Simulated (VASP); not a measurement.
# GeCl2 (P6mm) in VASP: a series of runs

The runs below take GeCl2 through single point, relaxation of cell and atoms, with PBE.

Everything below comes from runs of VASP 6.6.1. Logs are shortened: lines on timing, memory, paths and dates and some standing lists are left out, and cuts for length are marked.

### 1 The cell of the first run

The structure is hexagonal, space group P6mm (No. 183). The conventional cell has a = 4.943 Å, b = 4.943 Å, c = 3.691 Å, α = 90.00°, β = 90.00°, γ = 120.00°. Ge (site symmetry 6mm) has 6 Cl at 2.85 Å and 2 Ge at 3.69 Å within 3.8 Å. Cl (site symmetry 3m) has 5 Cl at 2.85 to 3.69 Å and 3 Ge at 2.85 Å within 3.8 Å.

The cell was built from a structure type or drawn by symmetry, and may not be a known phase.

### 2 Single point, PBE

INCAR

```
SYSTEM = GeCl2
PREC     = Accurate       ! precision mode
ENCUT    = 520            ! plane-wave cutoff, eV
EDIFF    = 1E-6           ! SCF threshold, eV
ISMEAR   = 0              ! smearing method
SIGMA    = 0.1            ! smearing width, eV
LREAL    = .FALSE.        ! projectors in reciprocal space
LASPH    = .TRUE.         ! aspherical terms in the spheres
NELM     = 100            ! most SCF steps
ALGO     = Normal         ! electronic algorithm
ISIF     = 2              ! what is computed and relaxed
LWAVE    = .FALSE.        ! write WAVECAR
LCHARG   = .FALSE.        ! write CHGCAR
GGA      = PE             ! functional
NBANDS   = 21             ! bands
```

KPOINTS

```
Automatic mesh
0
G
  6 6 4
  0 0 0
```

POSCAR

```
GeCl2
1.0
    4.9429442088      0.0000000043      0.0000000000
   -2.4714721081      4.2807152522      0.0000000000
    0.0000000000      0.0000000000      3.6911086872
Ge Cl
1 2
Direct
    0.0000000000      0.0000000000      0.7770352388
    0.3333333333      0.6666666667      0.7553096606
    0.6666666667      0.3333333333      0.7553096606
```

Potentials or basis: VASP PAW PBE potentials, release 64 (Ge_d, Cl).

The run is started by

```sh
cat potpaw_PBE.64/Ge_d/POTCAR potpaw_PBE.64/Cl/POTCAR > POTCAR
mpirun -np 1 vasp_std > vasp.out
```

OUTCAR:

```text
SYSTEM = GeCl2
   PREC = Accurate
   ENCUT = 520
   EDIFF = 1E-6
   ISMEAR = 0
   LREAL = .FALSE.
   LASPH = .TRUE.
   NELM = 100
   ISIF = 2
   GGA = PE

 ion  position               nearest neighbor table
   1  0.000  0.000  0.777-
   2  0.333  0.667  0.755-
   3  0.667  0.333  0.755-

  LATTYP: Found a hexagonal cell.
 ALAT       =     4.9429442088
 C/A-ratio  =     0.7467429393

  Lattice vectors:

 A1 = (   4.9429442088,   0.0000000043,   0.0000000000)
 A2 = (  -2.4714721081,   4.2807152522,   0.0000000000)
 A3 = (   0.0000000000,   0.0000000000,   3.6911086872)

Analysis of symmetry for initial positions (statically):
=====================================================================
 Subroutine PRICEL returns:
 Original cell was already a primitive cell.

 Routine SETGRP: Setting up the symmetry group for a
 hexagonal supercell.

 Subroutine GETGRP returns: Found 12 space group operations
 (whereof 12 operations were pure point group operations)
 out of a pool of 24 trial point group operations.

The static configuration has the point symmetry C_6v.

Analysis of symmetry for dynamics (positions and initial velocities):
=====================================================================
 Subroutine PRICEL returns:
 Original cell was already a primitive cell.

 Routine SETGRP: Setting up the symmetry group for a
 hexagonal supercell.

 Subroutine GETGRP returns: Found 12 space group operations
 (whereof 12 operations were pure point group operations)
 out of a pool of 24 trial point group operations.

The dynamic configuration has the point symmetry C_6v.

 Subroutine INISYM returns: Found 12 space group operations
 (whereof 12 operations are pure point group operations),
 and found     1 'primitive' translations

----------------------------------------------------------------------------------------

                                     Primitive cell

  volume of cell :      78.1014

  direct lattice vectors                    reciprocal lattice vectors
     4.942944209  0.000000004  0.000000000     0.202308575  0.116802911  0.000000000
    -2.471472108  4.280715252  0.000000000    -0.000000000  0.233605821  0.000000000
     0.000000000  0.000000000  3.691108687     0.000000000  0.000000000  0.270921310

  length of vectors
     4.942944209  4.942944209  3.691108687     0.233605821  0.233605821  0.270921310

[... 75 lines left out ...]
   LASPH  =      T    aspherical Exc in radial PAW
   ENCUT  =  520.0 eV  38.22 Ry    6.18 a.u.   9.19  9.19  6.86*2*pi/ulx,y,z
   NELM   =    100;   NELMIN=  2; NELMDL= -5     # of ELM steps
   EDIFF  = 0.1E-05   stopping-criterion for ELM
   LREAL  =      F    real-space projection
   EDIFFG = 0.1E-04   stopping-criterion for IOM
   NSW    =      0    number of steps for IOM
   IBRION =     -1    ionic relax: 0-MD 1-quasi-New 2-CG
   NFREE  =      0    steps in history (QN), initial steepest desc. (CG)
   ISIF   =      2    stress and relaxation
   ISYM   =      2    0-nonsym 1-usesym 2-fastsym
   POTIM  = 0.5000    time-step for ionic-motion
   TEBEG  =    0.0;   TEEND  =   0.0 temperature during run
   PSTRESS=    0.0 pullay stress
   NELECT =      28.0000    total number of electrons
   NUPDOWN=      -1.0000    fix difference up-down
   EMIN   =  10.00;   EMAX   =-10.00  energy-range for DOS
   EFERMI =   0.00;   METHOD = LEGACY
   ISMEAR =     0;   SIGMA  =   0.10  broadening in eV -4-tet -1-fermi 0-gaus
   EFERMI_NEDOS =   21; number of points for ismear=-14 and -15
   IALGO  =     38    algorithm
   IMIX   =      4    mixing-type and parameters
     AMIX     =   0.40;   BMIX     =  1.00
     AMIX_MAG =   1.60;   BMIX_MAG =  1.00
  volume/ion in A,a.u.               =      26.03       175.68
  Fermi-wavevector in a.u.,A,eV,Ry     =   1.162986  2.197725 18.402381  1.352537
  Thomas-Fermi vector in A             =   2.299541
   LORBIT       =      0    0 simple, 1 ext, 2 COOP (PROOUT), +10 PAW based schemes
   GGA     = PE    functional components
   LHFCALC =     F    Hartree Fock is set to
   AEXX    =    0.0000 exact exchange contribution
   IVDW    =     0    specifies the selected vdW correction
   LEPSILON=     F    determine dielectric tensor
   LRPA    =     F    only Hartree local field effects (RPA)
 non-spin polarized calculation
 Gauss-broadening in eV      SIGMA  =   0.10
  energy-cutoff  :      520.00
  volume of cell :       78.10
 maximum number of plane-waves:      2112
 NGX is ok and might be reduce to    40
   NGX = 19   NGY = 19   NGZ = 13

 number of electron      28.0000002 magnetization

 Free energy of the ion-electron system (eV)
  ---------------------------------------------------
  ext. energy  EPLUGINS =         0.00000000
  ---------------------------------------------------
  free energy    TOTEN  =        -8.43168252 eV

  energy without entropy =       -8.41794352  energy(sigma->0) =       -8.42481302

 E-fermi :   1.5719     XC(G=0):  -8.6610

 val. band max:        1.5623965411   @ k =   0.3333   0.1667   0.5000
 cond. band min:       1.6404130475   @ k =   0.3333   0.0000   0.5000
 fundamental gap:      0.0780165064
 Fermi energy:         1.5718776701

 k-point     1 :       0.0000    0.0000    0.0000
  band No.  band energies     occupation
      1     -23.3432      2.00000
      2     -23.3215      2.00000
      3     -23.3215      2.00000
      4     -23.2857      2.00000
      5     -23.2857      2.00000
      6     -13.4020      2.00000
[... 493 lines left out ...]
     20      11.0362      0.00000
     21      12.4295      0.00000

------------------------ aborting loop because EDIFF is reached ----------------------------------------

  FORCE on cell =-STRESS in cart. coord.  units (eV):
  Direction    XX          YY          ZZ          XY          YZ          ZX
  --------------------------------------------------------------------------------------
  -------------------------------------------------------------------------------------
  Total       -0.0159168     -0.0159168      0.0183743     -0.0000000      0.0000000      0.0000000
  in kB       -0.3265185     -0.3265185      0.3769312     -0.0000000      0.0000000      0.0000000
  external PRESSURE =      -0.0920353 kB  Pullay stress =       0.0000000 kB

 VOLUME and BASIS-vectors are now :
 -----------------------------------------------------------------------------
  energy-cutoff  :      520.00
  volume of cell :       78.10
      direct lattice vectors                 reciprocal lattice vectors
     4.942944209  0.000000004  0.000000000     0.202308575  0.116802911  0.000000000
    -2.471472108  4.280715252  0.000000000    -0.000000000  0.233605821  0.000000000
     0.000000000  0.000000000  3.691108687     0.000000000  0.000000000  0.270921310

 POSITION                                       TOTAL-FORCE (eV/Angst)
 -----------------------------------------------------------------------------------
      0.00000      0.00000      2.86812        -0.000000      0.000000     -0.009350
     -0.00000      2.85381      2.78793        -0.000000     -0.000000      0.004675
      2.47147      1.42691      2.78793         0.000000      0.000000      0.004675
 -----------------------------------------------------------------------------------
    total drift:                                0.000000      0.000000      0.000419

  FREE ENERGIE OF THE ION-ELECTRON SYSTEM (eV)
  ---------------------------------------------------
  free  energy   TOTEN  =        -8.4316825232 eV

  energy  without entropy=       -8.4179435202  energy(sigma->0) =       -8.42481302
```

OSZICAR:

```text
N       E                     dE             d eps       ncg     rms          rms(c)
DAV:   1     0.240530532417E+03    0.24053E+03   -0.13295E+04  1092   0.235E+03
DAV:   2     0.238940874382E+02   -0.21664E+03   -0.20565E+03  1046   0.619E+02
DAV:   3    -0.828079808551E+01   -0.32175E+02   -0.31297E+02  1035   0.133E+02
DAV:   4    -0.962649136150E+01   -0.13457E+01   -0.13443E+01  1043   0.320E+01
DAV:   5    -0.966634289637E+01   -0.39852E-01   -0.39848E-01  1166   0.559E+00    0.666E+00
DAV:   6    -0.844797791635E+01    0.12184E+01   -0.30780E+00  1121   0.951E+00    0.368E+00
DAV:   7    -0.843873146839E+01    0.92464E-02   -0.24286E-01  1017   0.239E+00    0.216E+00
DAV:   8    -0.843296240393E+01    0.57691E-02   -0.57543E-02  1043   0.216E+00    0.372E-01
DAV:   9    -0.843130303155E+01    0.16594E-02   -0.85001E-03  1210   0.706E-01    0.192E-01
DAV:  10    -0.843172171175E+01   -0.41868E-03   -0.11555E-03  1042   0.175E-01    0.658E-02
DAV:  11    -0.843168042624E+01    0.41286E-04   -0.39000E-04  1023   0.133E-01    0.253E-02
DAV:  12    -0.843168205374E+01   -0.16275E-05   -0.40947E-05  1062   0.505E-02    0.213E-02
DAV:  13    -0.843168252323E+01   -0.46949E-06   -0.30983E-06   986   0.155E-02
   1 F= -.84316825E+01 E0= -.84248130E+01  d E =-.137390E-01
```

stdout:

```text
POSCAR found type information on POSCAR GeCl
 POSCAR found :  2 types and       3 ions
 scaLAPACK will be used
 LDA part: xc-table for (Slater+PW92), standard interpolation
 POSCAR, INCAR and KPOINTS ok, starting setup
 FFT: planning ... GRIDC
 FFT: planning ... GRID_SOFT
 FFT: planning ... GRID
 WAVECAR not read
 entering main loop
```

Wall time 15 s (1 thread of Intel Xeon 6975P-C (Granite Rapids), shared host); peak memory 0.2 GiB.

What came out:

- Free energy: -8.4317 eV
- Pressure: 0.0 GPa
- Largest force: 0.009 eV/Å
- Band gap on the k mesh: zero (bands 14 and 15 overlap by 0.40 eV)

Forces in eV/Å, atoms in the order of the input:
```
Ge   0.000  0.000 -0.009
Cl   0.000  0.000  0.005
Cl   0.000  0.000  0.005
```

Caveat: the k points lie up to 0.43 Å⁻¹ apart.

### 3 Single point, PBE

This run uses another cell than the first one, of 34.08 Å³/atom.

INCAR

```
SYSTEM = GeCl2
  ALGO = Normal
  EDIFF = 1E-7
  ENCUT = 520
  GGA = PE
  ISIF = 2
  ISMEAR = 0
  LASPH = .True.
  LCHARG = .False.
  LREAL = .False.
  LWAVE = .False.
  NBANDS = 21
  NELM = 100
  PREC = Accurate
  SIGMA = 0.1
```

KPOINTS

```
k-points
0
Gamma
  6 6 6
  0 0 0
```

POSCAR

```
GeCl2
1.0
    4.9744023483      0.0000000000      0.0000000000
   -2.4872011741      4.3079588022      0.0000000000
    0.0000000000      0.0000000000      4.7712897139
Ge Cl
1 2
Direct
    0.0000000000      0.0000000000      0.7694236360
    0.3333333333      0.6666666667      0.7591154620
    0.6666666667      0.3333333333      0.7591154620
```

Potentials or basis: VASP PAW PBE potentials, release 64 (Ge_d, Cl).

The run is started by

```sh
cat potpaw_PBE.64/Ge_d/POTCAR potpaw_PBE.64/Cl/POTCAR > POTCAR
mpirun -np 1 vasp_std > vasp.out
```

Wall time 32 s (1 thread of Intel Xeon 6975P-C (Granite Rapids), shared host); peak memory 0.24 GiB.

It converged, with:

| Item | Value |
| --- | --- |
| Free energy | -8.4676 eV |
| Pressure | 0.0 GPa |
| Largest force | 0.005 eV/Å |
| Band gap on the k mesh | zero (filled and empty bands touch) |

Forces on the atoms (eV/Å):
```
Ge   0.000  0.000 -0.005
Cl   0.000  0.000  0.003
Cl   0.000  0.000  0.003
```

Stress tensor (GPa, compression positive):
```
-0.10  0.00  0.00
 0.00 -0.10  0.00
 0.00  0.00  0.32
```

Levels at points of the mesh, in eV from the Fermi level:
```
           k point  band 11  band 12  band 13  band 14  band 15  band 16  band 17  band 18
(0.00, 0.00, 0.00)    -2.98    -2.64    -2.64    -1.13     1.85     4.01     4.01     4.27
(0.50, 0.00, 0.00)    -1.79    -1.72    -1.65    -0.52     1.13     2.69     3.21     6.08
(0.00, 0.00, 0.50)    -3.47    -2.60    -2.60    -1.27     1.03     4.09     4.09     7.92
(0.50, 0.00, 0.50)    -2.09    -1.69    -1.62    -0.51     0.20     2.86     3.30     6.63
```

### 4 Relaxation of cell and atoms, PBE

INCAR

```
PREC = Accurate
ENCUT = 600
EDIFF = 1E-6
ISMEAR = 0
SIGMA = 0.1
LREAL = False
LASPH = True
NELM = 60
ALGO = Normal
ISIF = 3
LWAVE = False
LCHARG = False
GGA = PE
IBRION = 2
NSW = 90
EDIFFG = -0.04
```

KPOINTS

```
regular mesh
0
Gamma
  6 6 6
```

POSCAR

```
GeCl2
1.0
    4.9429442088      0.0000000000      0.0000000000
   -2.4714721044      4.2807152543      0.0000000000
    0.0000000000      0.0000000000      3.6911086872
Ge Cl
1 2
Direct
    0.0000000000      0.0000000000      0.7770352388
    0.3333333333      0.6666666667      0.7553096606
    0.6666666667      0.3333333333      0.7553096606
```

Potentials or basis: VASP PAW PBE potentials, release 64 (Ge_d, Cl).

The run is started by

```sh
cat potpaw_PBE.64/Ge_d/POTCAR potpaw_PBE.64/Cl/POTCAR > POTCAR
mpirun -np 1 vasp_std > vasp.out
```

OUTCAR:

```text
PREC = Accurate
   ENCUT = 600
   EDIFF = 1E-6
   ISMEAR = 0
   LREAL = False
   LASPH = True
   NELM = 60
   ISIF = 3
   GGA = PE
   IBRION = 2
   NSW = 90
   EDIFFG = -0.04

 ion  position               nearest neighbor table
   1  0.000  0.000  0.777-
   2  0.333  0.667  0.755-
   3  0.667  0.333  0.755-

  LATTYP: Found a hexagonal cell.
 ALAT       =     4.9429442088
 C/A-ratio  =     0.7467429393

  Lattice vectors:

 A1 = (   4.9429442088,   0.0000000000,   0.0000000000)
 A2 = (  -2.4714721044,   4.2807152543,   0.0000000000)
 A3 = (   0.0000000000,   0.0000000000,   3.6911086872)

Analysis of symmetry for initial positions (statically):
=====================================================================
 Subroutine PRICEL returns:
 Original cell was already a primitive cell.

 Routine SETGRP: Setting up the symmetry group for a
 hexagonal supercell.

 Subroutine GETGRP returns: Found 12 space group operations
 (whereof 12 operations were pure point group operations)
 out of a pool of 24 trial point group operations.

The static configuration has the point symmetry C_6v.

Analysis of symmetry for dynamics (positions and initial velocities):
=====================================================================
 Subroutine PRICEL returns:
[... 171 lines left out ...]
  external PRESSURE =       1.7617214 kB  Pullay stress =       0.0000000 kB
[... 92 lines left out ...]
  FREE ENERGIE OF THE ION-ELECTRON SYSTEM (eV)
  ---------------------------------------------------
  free  energy   TOTEN  =        -8.4117153705 eV

  energy  without entropy=       -8.4005236854  energy(sigma->0) =       -8.40611953

 E-fermi :  -0.5208     XC(G=0):  -6.2397

 val. band max:       -0.7245094690   @ k =   0.3333   0.3333   0.5000
 cond. band min:      -0.3584262325   @ k =   0.3333   0.3333   0.5000
 fundamental gap:      0.3660832366
 Fermi energy:        -0.5208409443

 k-point     1 :       0.0000    0.0000    0.0000
  band No.  band energies     occupation
      1     -26.4995      2.00000
      2     -26.4602      2.00000
      3     -26.4602      2.00000
      4     -26.3427      2.00000
      5     -26.3427      2.00000
      6     -15.5766      2.00000
[... 493 lines left out ...]
     17       2.7312      0.00000
     18       5.8540      0.00000

 [... further k-points ...]

[... ionic steps 4 to 10 ...]

--------------------------------------- Ionic step       11  -------------------------------------------

 number of electron      28.0000015 magnetization

------------------------ aborting loop because EDIFF is reached ----------------------------------------
[... 69 lines left out ...]
--------------------------------------- Ionic step       13  -------------------------------------------

 number of electron      27.9999997 magnetization

 Free energy of the ion-electron system (eV)
  ---------------------------------------------------
  ext. energy  EPLUGINS =         0.00000000
  ---------------------------------------------------
  free energy    TOTEN  =        -8.46570192 eV

  energy without entropy =       -8.46472915  energy(sigma->0) =       -8.46521554

 E-fermi :   0.0041     XC(G=0):  -6.7282

 val. band max:       -0.1244749537   @ k =   0.3333   0.3333   0.5000
 cond. band min:       0.0657287341   @ k =   0.3333   0.3333   0.5000
 fundamental gap:      0.1902036877
 Fermi energy:         0.0040939910

 k-point     1 :       0.0000    0.0000    0.0000
  band No.  band energies     occupation
      1     -25.8417      2.00000
      2     -25.8015      2.00000
      3     -25.8015      2.00000
      4     -25.6843      2.00000
      5     -25.6843      2.00000
      6     -15.1453      2.00000
[... 525 lines left out ...]
  FREE ENERGIE OF THE ION-ELECTRON SYSTEM (eV)
  ---------------------------------------------------
  free  energy   TOTEN  =        -8.4657019234 eV

  energy  without entropy=       -8.4647291473  energy(sigma->0) =       -8.46521554

 reached required accuracy - stopping structural energy minimisation
```

CONTCAR:

```text
GeCl2
   1.00000000000000
     4.9791013291852915    0.0000000000000001   -0.0000000000000000
    -2.4895506645926457    4.3120282390811369   -0.0000000000000002
    -0.0000000000000000   -0.0000000000000001    5.2328466888709571
  Ge              Cl
     1     2
Direct
     0.0000000000000000    0.0000000000000000    0.7783714972408090
     0.3333333332999970    0.6666666667000030    0.7546415313795954
     0.6666666667000030    0.3333333332999970    0.7546415313795954

  0.00000000E+00  0.00000000E+00  0.00000000E+00
  0.00000000E+00  0.00000000E+00  0.00000000E+00
  0.00000000E+00  0.00000000E+00  0.00000000E+00
```

Run time: 3 min. Hardware: 1 thread of Intel Xeon 6975P-C (Granite Rapids), shared host; peak memory 0.23 GiB.

Results:

```
Free energy                           : -8.4657 eV
Relaxed volume                        : 37.45 Å³/atom
Relaxed cell                          : a = 4.979 Å, b = 4.979 Å, c = 5.233 Å, α = 90.00°, β = 90.00°, γ = 120.00°
Space group after relaxing (to 0.1 Å) : P6mm (No. 183)
Energy gained by relaxing             : 19.3 meV/atom
Ionic steps                           : 13
Pressure after relaxing               : -0.1 GPa
Largest force after relaxing          : 0.027 eV/Å
```

Forces on the atoms (eV/Å):
```
Ge   0.000  0.000 -0.027
Cl   0.000  0.000  0.014
Cl   0.000  0.000  0.014
```

Stress tensor (GPa, compression positive):
```
-0.16  0.00  0.00
 0.00 -0.16  0.00
 0.00  0.00  0.02
```

The path:
```csv
step,energy change (eV),largest force (eV/Å),pressure (GPa),volume (Å³)
1,0.0000,0.0011,0.18,78.10
2,-0.0010,0.0018,0.20,78.43
3,-0.0039,0.0035,0.23,79.40
4,-0.0097,0.0026,0.15,81.34
5,-0.0185,0.0069,0.03,85.26
6,-0.0330,0.0122,-0.09,93.14
7,-0.0534,0.0363,-0.37,109.17
8,0.2503,0.0962,-2.82,142.27
9,-0.0536,0.0380,-0.38,109.81
10,-0.0252,0.0611,-1.02,125.87
11,-0.0542,0.0388,-0.42,111.09
12,-0.0564,0.0334,-0.27,111.67
13,-0.0579,0.0273,-0.10,112.35
```

Final structure:
```
Ge Cl
1.0
     4.97910    0.00000    0.00000
    -2.48955    4.31203    0.00000
     0.00000    0.00000    5.23285
Ge Cl
1 2
Direct
  0.00000 0.00000 0.77837
  0.33333 0.66667 0.75464
  0.66667 0.33333 0.75464
```

Caveat: the volume moved by over 15 % at a fixed basis, so the end points are rough.

### 5 Overview

```tsv
task	cell	k mesh	cutoff (eV)	gap on the mesh (eV)	pressure (GPa)	largest force (eV/Å)
single point	a = 4.943, b = 4.943, c = 3.691 Å, angles 90.0, 90.0, 120.0°, 3 atoms, atomic positions A	6 × 6 × 4	520	none	0.0	0.01
single point	a = 4.974, b = 4.974, c = 4.771 Å, angles 90.0, 90.0, 120.0°, 3 atoms, atomic positions B	6 × 6 × 6	520	none	0.0	0.01
relaxation of cell and atoms	relaxed from a = 4.943, b = 4.943, c = 3.691 Å, angles 90.0, 90.0, 120.0°, 3 atoms, atomic positions A	6 × 6 × 6	600	-	-0.1	0.03
```

Alike in all rows: level PBE; potentials or basis VASP PAW PBE potentials, release 64 (Ge_d, Cl); no spin polarisation; smearing gaussian 0.1 eV.

Caveats: some runs use coarse meshes; the volume moved by over 15 % at a fixed basis, so the end points are rough (at least some runs).

Total energies depend on the potentials used, so only differences within one code and one set of settings carry meaning.
